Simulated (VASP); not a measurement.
Here is a VASP 6.6.1 calculation.

INCAR

```
PREC = Accurate ; ENCUT = 600
EDIFF = 1E-6 ; ISMEAR = 0
SIGMA = 0.02 ; LREAL = False
LASPH = True ; NELM = 80
ALGO = Normal ; ISIF = 3
LWAVE = False ; LCHARG = False
GGA = CA ; IBRION = 2
NSW = 100 ; EDIFFG = -0.005
```

File KPOINTS:

```
regular mesh
0
Gamma
  6 6 4
```

POSCAR

```
BaHCl
1.0
    4.4080000000      0.0000000000      0.0000000000
    0.0000000000      4.4080000000      0.0000000000
    0.0000000000      0.0000000000      7.2020000000
Ba H Cl
2 2 2
Direct
    0.0000000000      0.5000000000      0.2150000000
    0.5000000000      0.0000000000      0.7850000000
    0.0000000000      0.0000000000      0.0000000000
    0.5000000000      0.5000000000      0.0000000000
    0.0000000000      0.5000000000      0.6500000000
    0.5000000000      0.0000000000      0.3500000000
```

Potentials or basis: VASP PAW LDA potentials, release 64 (Ba_sv, H, Cl).

The run is started by

```bash
$ cat potpaw_LDA.64/Ba_sv/POTCAR potpaw_LDA.64/H/POTCAR potpaw_LDA.64/Cl/POTCAR > POTCAR
$ mpirun -np 1 vasp_std > vasp.out
```

Question: Predict the space group after relaxing (to 0.1 Å).

Answer: P4/nmm (No. 129).

Question: What does it give for the relaxed volume?

Answer: 21.70 Å³/atom.

Question: Estimate the relaxed cell.

Answer: a = 4.304 Å, b = 4.304 Å, c = 7.029 Å, α = 90.00°, β = 90.00°, γ = 90.00°.

Question: What does it give for the band gap on the k mesh?

Answer: 2.79 eV.

Step by step:
```
step  energy change (eV)  largest force (eV/Å)  pressure (GPa)  volume (Å³)
   1              0.0000                0.2190           -2.60       139.94
   2             -0.0856                0.1558           -0.64       132.41
   3             -0.0912                0.1340            0.07       130.16
   4             -0.0912                0.1319            0.14       129.97
   5             -0.0942                0.0843            0.10       130.06
   6             -0.0959                0.0458            0.06       130.19
   7             -0.0959                0.0426            0.06       130.20
   8             -0.0965                0.0365           -0.02       130.42
   9             -0.0970                0.0195           -0.24       130.97
  10             -0.0972                0.0158           -0.20       130.87
  11             -0.0977                0.0163           -0.12       130.56
  12             -0.0973                0.0337            0.04       129.95
  13             -0.0978                0.0205           -0.09       130.39
  14             -0.0979                0.0144           -0.04       130.27
  15             -0.0979                0.0070            0.01       130.13
  16             -0.0979                0.0065            0.00       130.12
  17             -0.0979                0.0061            0.01       130.11
  18             -0.0979                0.0067            0.03       130.11
  19             -0.0979                0.0051            0.00       130.17
  20             -0.0979                0.0040           -0.01       130.20
```

Caveat: spin-orbit coupling is left out, which moves the levels of the heavy elements. A k mesh can miss the band edges.
